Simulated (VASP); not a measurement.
Set up this calculation in VASP 6.6.1, as the native input.

| Item | Value |
| --- | --- |
| Task | single point |
| Functional | PBE |
| Potentials or basis | VASP PAW PBE potentials, release 64 (Li_sv) |
| Cutoff | 520 eV |
| k mesh | 13 × 13 × 13 |
| Occupations | gaussian, width 0.2 eV |
| Spin | no spin polarisation |
| Dipole correction | no |
| Further INCAR settings | ALGO = Normal; EDIFF = 1e-07; NBANDS = 8 |

The structure of Li lies in POSCAR:

```
Li
1.0
   -1.7154150880      1.7154150880      1.7154150880
    1.7154150880     -1.7154150880      1.7154150880
    1.7154150880      1.7154150880     -1.7154150880
Li
1
Direct
    0.0000000000      0.0000000000      0.0000000000
```

These files were run (other wordings do the same):

INCAR

```
PREC = Accurate
ENCUT = 520
EDIFF = 1E-7
ISMEAR = 0
SIGMA = 0.2
LREAL = F
LASPH = T
NELM = 80
ALGO = Normal
ISIF = 2
LWAVE = F
LCHARG = F
GGA = PE
NBANDS = 8
```

KPOINTS

```
regular mesh
0
Gamma
  13 13 13
```

Potentials or basis: VASP PAW PBE potentials, release 64 (Li_sv).

Command:

```console
$ cat potpaw_PBE.64/Li_sv/POTCAR > POTCAR
$ mpirun -np 1 vasp_std > vasp.out
```

Run time: 8.3 s on 1 thread of Intel Xeon 6975P-C, with other jobs on the host, peak memory 0.13 GiB.
